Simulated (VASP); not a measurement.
# Pr2F (P6/mmm) in VASP: a series of runs

Runs on Pr2F. Level: PBE. Tasks: single point.

Program: VASP 6.6.1. These are calculated values, not measurements. Logs are shortened: lines on timing, memory, paths and dates and some standing lists are left out, and cuts for length are marked.

## 1. The cell of the first run

It takes space group P6/mmm (No. 191, hexagonal). The conventional cell has a = 5.150 Å, b = 5.150 Å, c = 3.401 Å, α = 90.00°, β = 90.00°, γ = 120.00°. Within 3.9 Å of Pr (site symmetry -6m2) lie 5 Pr at 2.97 to 3.40 Å and 3 F at 2.97 Å. Within 3.9 Å of F (site symmetry 6/mmm) lie 6 Pr at 2.97 Å and 2 F at 3.40 Å.

The cell was generated, and may not be a known phase.

## 2. Single point, PBE

INCAR

```
PREC = Accurate
ENCUT = 600
EDIFF = 1E-6
ISMEAR = 0
SIGMA = 0.1
LREAL = F
LASPH = T
NELM = 200
ALGO = Normal
ISIF = 2
LWAVE = F
LCHARG = T
GGA = PE
LELF = T
LVHAR = T
NBANDS = 22
GGA_COMPAT = F
LMAXMIX = 6
```

KPOINTS

```
regular mesh
0
Gamma
  12 12 14
```

POSCAR

```
Pr2F
1.0
    5.1500123632      0.0000000000      0.0000000000
   -2.5750061816      4.4600415364      0.0000000000
    0.0000000000      0.0000000000      3.4006136111
Pr F
2 1
Direct
    0.3333333333      0.6666666667      0.5000000000
    0.6666666667      0.3333333333      0.5000000000
    0.0000000000      0.0000000000      0.5000000000
```

Potentials or basis: VASP PAW PBE potentials, release 64 (Pr_3, F), 4f in core.

Started as:

```console
$ cat potpaw_PBE.64/Pr_3/POTCAR potpaw_PBE.64/F/POTCAR > POTCAR
$ mpirun -np 1 vasp_std > vasp.out
```

OUTCAR:

```text
PREC = Accurate
   ENCUT = 600
   EDIFF = 1E-6
   ISMEAR = 0
   LREAL = F
   LASPH = T
   NELM = 200
   ISIF = 2
   GGA = PE

 ion  position               nearest neighbor table
   1  0.333  0.667  0.500-   2 2.97   2 2.97   2 2.97
   2  0.667  0.333  0.500-   1 2.97   1 2.97   1 2.97
   3  0.000  0.000  0.500-

  LATTYP: Found a hexagonal cell.
 ALAT       =     5.1500123632
 C/A-ratio  =     0.6603117374

  Lattice vectors:

 A1 = (   5.1500123632,   0.0000000000,   0.0000000000)
 A2 = (  -2.5750061816,   4.4600415364,   0.0000000000)
 A3 = (   0.0000000000,   0.0000000000,   3.4006136111)

Analysis of symmetry for initial positions (statically):
=====================================================================
 Subroutine PRICEL returns:
 Original cell was already a primitive cell.

 Routine SETGRP: Setting up the symmetry group for a
 hexagonal supercell.

 Subroutine GETGRP returns: Found 24 space group operations
 (whereof 24 operations were pure point group operations)
 out of a pool of 24 trial point group operations.

The static configuration has the point symmetry D_6h.

Analysis of symmetry for dynamics (positions and initial velocities):
=====================================================================
 Subroutine PRICEL returns:
 Original cell was already a primitive cell.

 Routine SETGRP: Setting up the symmetry group for a
 hexagonal supercell.

 Subroutine GETGRP returns: Found 24 space group operations
 (whereof 24 operations were pure point group operations)
 out of a pool of 24 trial point group operations.

The dynamic configuration has the point symmetry D_6h.

 Subroutine INISYM returns: Found 24 space group operations
 (whereof 24 operations are pure point group operations),
 and found     1 'primitive' translations

----------------------------------------------------------------------------------------

                                     Primitive cell

  volume of cell :      78.1096

  direct lattice vectors                    reciprocal lattice vectors
     5.150012363  0.000000000  0.000000000     0.194174291  0.112106579  0.000000000
    -2.575006182  4.460041536  0.000000000     0.000000000  0.224213159  0.000000000
     0.000000000  0.000000000  3.400613611     0.000000000  0.000000000  0.294064576

  length of vectors
     5.150012363  5.150012363  3.400613611     0.224213159  0.224213159  0.294064576

  position of ions in fractional coordinates (direct lattice)
     0.333333333  0.666666667  0.500000000
     0.666666667  0.333333333  0.500000000
     0.000000000  0.000000000  0.500000000

  ion indices of the primitive-cell ions
   primitive index   ion index
                 1           1
                 2           2
                 3           3

----------------------------------------------------------------------------------------

 KPOINTS: regular mesh

Automatic generation of k-mesh.
 Grid dimensions read from file:
 generate k-points for:   12   12   14

 Generating k-lattice:

  Cartesian coordinates                     Fractional coordinates (reciprocal lattice)
     0.016181191  0.009342215  0.000000000     0.083333333  0.000000000  0.000000000
     0.000000000  0.018684430  0.000000000     0.000000000  0.083333333  0.000000000
     0.000000000  0.000000000  0.021004613     0.000000000  0.000000000  0.071428571

  Length of vectors
     0.018684430  0.018684430  0.021004613

  Shift w.r.t. Gamma in fractional coordinates (k-lattice)
     0.000000000  0.000000000  0.000000000

 Subroutine IBZKPT returns following result:
 ===========================================

 Found    152 irreducible k-points:

 Following reciprocal coordinates:
            Coordinates               Weight
  0.000000  0.000000  0.000000      1.000000
  0.083333 -0.000000  0.000000      6.000000
  0.166667 -0.000000  0.000000      6.000000
  0.250000  0.000000  0.000000      6.000000
  0.333333  0.000000  0.000000      6.000000
  0.416667 -0.000000  0.000000      6.000000
[... 16 lines left out ...]
  0.250000  0.000000  0.071429     12.000000
  0.333333  0.000000  0.071429     12.000000
 [... further k-points ...]
   k-points           NKPTS =    152   k-points in BZ     NKDIM =    152   number of bands    NBANDS=     22
   number of dos      NEDOS =    301   number of ions     NIONS =      3
   total plane-waves  NPLWV =  49392
   dimension x,y,z NGX =    42 NGY =   42 NGZ =   28
   dimension x,y,z NGXF=    84 NGYF=   84 NGZF=   56
   ions per type =               2   1
   NGX,Y,Z   is equivalent  to a cutoff of  13.56, 13.56, 13.69 a.u.
   NGXF,Y,Z  is equivalent  to a cutoff of  27.12, 27.12, 27.38 a.u.
 SYSTEM =  unknown system
   PREC   = accura    normal or accurate (medium, high low for compatibility)
   ISTART =      0    job   : 0-new  1-cont  2-samecut
   ICHARG =      2    charge: 1-file 2-atom 10-const
   ISPIN  =      1    spin polarized calculation?
   LNONCOLLINEAR =      F non collinear calculations
   LSORBIT =      F    spin-orbit coupling
   LASPH  =      T    aspherical Exc in radial PAW
   ENCUT  =  600.0 eV  44.10 Ry    6.64 a.u.  10.29 10.29  6.79*2*pi/ulx,y,z
   NELM   =    200;   NELMIN=  2; NELMDL= -5     # of ELM steps
   EDIFF  = 0.1E-05   stopping-criterion for ELM
   LREAL  =      F    real-space projection
   EDIFFG = 0.1E-04   stopping-criterion for IOM
   NSW    =      0    number of steps for IOM
   IBRION =     -1    ionic relax: 0-MD 1-quasi-New 2-CG
   NFREE  =      0    steps in history (QN), initial steepest desc. (CG)
   ISIF   =      2    stress and relaxation
   ISYM   =      2    0-nonsym 1-usesym 2-fastsym
   POTIM  = 0.5000    time-step for ionic-motion
   TEBEG  =    0.0;   TEEND  =   0.0 temperature during run
   PSTRESS=    0.0 pullay stress
   NELECT =      29.0000    total number of electrons
   NUPDOWN=      -1.0000    fix difference up-down
   EMIN   =  10.00;   EMAX   =-10.00  energy-range for DOS
   EFERMI =   0.00;   METHOD = LEGACY
   ISMEAR =     0;   SIGMA  =   0.10  broadening in eV -4-tet -1-fermi 0-gaus
   EFERMI_NEDOS =   21; number of points for ismear=-14 and -15
   IALGO  =     38    algorithm
   IMIX   =      4    mixing-type and parameters
     AMIX     =   0.40;   BMIX     =  1.00
     AMIX_MAG =   1.60;   BMIX_MAG =  1.00
  volume/ion in A,a.u.               =      26.04       175.70
  Fermi-wavevector in a.u.,A,eV,Ry     =   1.176628  2.223505 18.836647  1.384454
  Thomas-Fermi vector in A             =   2.312989
   LORBIT       =      0    0 simple, 1 ext, 2 COOP (PROOUT), +10 PAW based schemes
   GGA     = PE    functional components
   LHFCALC =     F    Hartree Fock is set to
   AEXX    =    0.0000 exact exchange contribution
   IVDW    =     0    specifies the selected vdW correction
   LEPSILON=     F    determine dielectric tensor
   LRPA    =     F    only Hartree local field effects (RPA)
 non-spin polarized calculation
 Gauss-broadening in eV      SIGMA  =   0.10
  energy-cutoff  :      600.00
  volume of cell :       78.11
 maximum number of plane-waves:      2628
 NGX is ok and might be reduce to    42
   NGX = 21   NGY = 21   NGZ = 13

 number of electron      28.9999995 magnetization

 Free energy of the ion-electron system (eV)
  ---------------------------------------------------
  ext. energy  EPLUGINS =         0.00000000
  ---------------------------------------------------
  free energy    TOTEN  =       -12.51561695 eV

  energy without entropy =      -12.49833373  energy(sigma->0) =      -12.50697534

 E-fermi :   3.5397     XC(G=0):  -9.6474

 val. band max:        3.5370742464   @ k =   0.1667   0.0833   0.2143
 cond. band min:       3.5418889427   @ k =   0.1667   0.1667   0.1429
 fundamental gap:      0.0048146962
 Fermi energy:         3.5396724676

 k-point     1 :       0.0000    0.0000    0.0000
  band No.  band energies     occupation
      1     -33.6183      2.00000
      2     -32.9071      2.00000
      3     -19.8781      2.00000
      4     -16.4862      2.00000
      5     -16.4862      2.00000
      6     -14.7592      2.00000
[... 14 lines left out ...]
     21       5.9339      0.00000
     22       8.9421      0.00000

 k-point     2 :       0.0833   -0.0000    0.0000
  band No.  band energies     occupation
      1     -33.6083      2.00000
      2     -32.9187      2.00000
      3     -19.8813      2.00000
      4     -16.4998      2.00000
      5     -16.4620      2.00000
      6     -14.7508      2.00000
[... 14 lines left out ...]
     21       6.2282      0.00000
     22       8.9177      0.00000

 k-point     3 :       0.1667   -0.0000    0.0000
  band No.  band energies     occupation
      1     -33.5790      2.00000
      2     -32.9522      2.00000
      3     -19.8906      2.00000
      4     -16.5359      2.00000
      5     -16.3896      2.00000
      6     -14.7263      2.00000
[... 14 lines left out ...]
     21       6.6555      0.00000
     22       8.8315      0.00000

 k-point     4 :       0.2500    0.0000    0.0000
  band No.  band energies     occupation
      1     -33.5331      2.00000
      2     -33.0038      2.00000
      3     -19.9045      2.00000
      4     -16.5825      2.00000
      5     -16.2722      2.00000
      6     -14.6881      2.00000
[... 14 lines left out ...]
     21       7.0396      0.00000
     22       8.6822      0.00000

 k-point     5 :       0.3333    0.0000    0.0000
  band No.  band energies     occupation
      1     -33.4761      2.00000
      2     -33.0665      2.00000
      3     -19.9195      2.00000
      4     -16.6265      2.00000
      5     -16.1246      2.00000
      6     -14.7470      2.00000
[... 417 lines left out ...]
 k-point    22 :       0.1667   -0.0000    0.0714
  band No.  band energies     occupation
      1     -33.5732      2.00000
      2     -32.9469      2.00000
      3     -19.8886      2.00000
      4     -16.5283      2.00000
      5     -16.3821      2.00000
      6     -14.7943      2.00000
[... 14 lines left out ...]
     21       6.7844      0.00000
     22       8.6151      0.00000

 k-point    23 :       0.2500    0.0000    0.0714
  band No.  band energies     occupation
      1     -33.5274      2.00000
      2     -32.9984      2.00000
      3     -19.9023      2.00000
      4     -16.5748      2.00000
      5     -16.2648      2.00000
      6     -14.7557      2.00000
[... 14 lines left out ...]
     21       7.1738      0.00000
     22       8.4902      0.00000

 k-point    24 :       0.3333    0.0000    0.0714
  band No.  band energies     occupation
      1     -33.4704      2.00000
      2     -33.0611      2.00000
      3     -19.9173      2.00000
      4     -16.6187      2.00000
      5     -16.1173      2.00000
      6     -14.7438      2.00000
[... 14 lines left out ...]
     21       7.5028      0.00000
     22       8.3105      0.00000

 [... further k-points ...]

------------------------ aborting loop because EDIFF is reached ----------------------------------------

  FORCE on cell =-STRESS in cart. coord.  units (eV):
  Direction    XX          YY          ZZ          XY          YZ          ZX
  --------------------------------------------------------------------------------------
  -------------------------------------------------------------------------------------
  Total       -0.1448488     -0.1448488     -0.0484481      0.0000000      0.0000000      0.0000000
  in kB       -2.9711255     -2.9711255     -0.9937638      0.0000000      0.0000000      0.0000000
  external PRESSURE =      -2.3120049 kB  Pullay stress =       0.0000000 kB

 VOLUME and BASIS-vectors are now :
 -----------------------------------------------------------------------------
  energy-cutoff  :      600.00
  volume of cell :       78.11
      direct lattice vectors                 reciprocal lattice vectors
     5.150012363  0.000000000  0.000000000     0.194174291  0.112106579  0.000000000
    -2.575006182  4.460041536  0.000000000     0.000000000  0.224213159  0.000000000
     0.000000000  0.000000000  3.400613611     0.000000000  0.000000000  0.294064576

 POSITION                                       TOTAL-FORCE (eV/Angst)
 -----------------------------------------------------------------------------------
     -0.00000      2.97336      1.70031         0.000000      0.000000      0.000000
      2.57501      1.48668      1.70031        -0.000000     -0.000000     -0.000000
      0.00000      0.00000      1.70031        -0.000000      0.000000     -0.000000
 -----------------------------------------------------------------------------------
    total drift:                               -0.000000      0.000000     -0.000000

  FREE ENERGIE OF THE ION-ELECTRON SYSTEM (eV)
  ---------------------------------------------------
  free  energy   TOTEN  =       -12.5156169548 eV

  energy  without entropy=      -12.4983337321  energy(sigma->0) =      -12.50697534
```

Wall time 2.5 min (1 thread of AMD EPYC 9R45 (Zen 5), shared host); peak memory 0.39 GiB.

What came out:

| Quantity | Value |
| --- | --- |
| Free energy | -12.5156 eV |
| Pressure | -0.2 GPa |
| Band gap on the k mesh | zero (an odd number of electrons rules out a gap without spin polarisation) |

Levels at points of the mesh, in eV from the Fermi level:
```csv
k point,band 11,band 12,band 13,band 14,band 15,band 16,band 17,band 18,band 19,band 20
"(0.00, 0.00, 0.00)",-5.50,-4.29,-2.53,-0.52,0.76,1.96,1.96,2.36,2.36,2.39
"(0.50, 0.00, 0.00)",-5.46,-4.32,-1.46,-1.07,-0.59,0.15,1.28,2.03,2.66,2.93
"(0.00, 0.00, 0.50)",-5.35,-4.95,-1.41,-1.41,0.40,1.78,1.78,2.59,2.62,2.62
"(0.50, 0.00, 0.50)",-5.32,-5.12,-1.95,-0.97,-0.35,0.63,0.69,2.04,3.47,5.06
```

Caveat: spin-orbit coupling is left out, which moves the levels of the heavy elements; the 4f electrons are frozen in the core, so they carry no moment and show no levels; the run has no spin polarisation, though such a crystal can be magnetic.

## 3. Single point, PBE

INCAR

```
SYSTEM = Pr2F
PREC = Accurate ; ENCUT = 600
EDIFF = 1E-6 ; ISMEAR = 0
SIGMA = 0.1 ; LREAL = .False.
LASPH = .True. ; NELM = 200
ALGO = Normal ; ISIF = 2
LWAVE = .False. ; LCHARG = .False.
GGA = PE ; NBANDS = 22
GGA_COMPAT = .False. ; LMAXMIX = 6
```

KPOINTS

```
Automatic mesh
0
Gamma
  12 12 14
  0 0 0
```

POSCAR

```
Pr2F
1.0
    5.1500054361      0.0000000000      0.0000000000
   -2.5750027180      4.4600355373      0.0000000000
    0.0000000000      0.0000000000      3.4006062249
Pr F
2 1
Direct
    0.3333333333      0.6666666667      0.5000000000
    0.6666666667      0.3333333333      0.5000000000
    0.0000000000      0.0000000000      0.5000000000
```

Potentials or basis: VASP PAW PBE potentials, release 64 (Pr_3, F), 4f in core.

Started as:

```console
$ cat potpaw_PBE.64/Pr_3/POTCAR potpaw_PBE.64/F/POTCAR > POTCAR
$ mpirun -np 1 vasp_std > vasp.out
```

Run time: 2.3 min. Hardware: 1 thread of AMD EPYC 9R45 (Zen 5), shared host; peak memory 0.39 GiB.

It converged, with:

| Property | Result |
| --- | --- |
| Free energy | -12.5156 eV |
| Pressure | -0.2 GPa |
| Band gap on the k mesh | zero (an odd number of electrons rules out a gap without spin polarisation) |

Stress tensor (GPa, compression positive):
```
-0.30  0.00  0.00
 0.00 -0.30  0.00
 0.00  0.00 -0.10
```

Levels at points of the mesh, in eV from the Fermi level:
```csv
k point,band 13,band 14,band 15,band 16,band 17,band 18
"(0.00, 0.00, 0.00)",-2.53,-0.52,0.76,1.96,1.96,2.36
"(0.50, 0.00, 0.00)",-1.46,-1.07,-0.59,0.15,1.28,2.03
"(0.00, 0.00, 0.50)",-1.41,-1.41,0.40,1.78,1.78,2.59
"(0.50, 0.00, 0.50)",-1.95,-0.97,-0.35,0.63,0.69,2.04
```

Caveat: spin-orbit coupling is left out, which moves the levels of the heavy elements; the 4f electrons are frozen in the core, so they carry no moment and show no levels; the run has no spin polarisation, though such a crystal can be magnetic. Spin polarisation is off, so any magnetic state and its effect on volume and gap are missing.
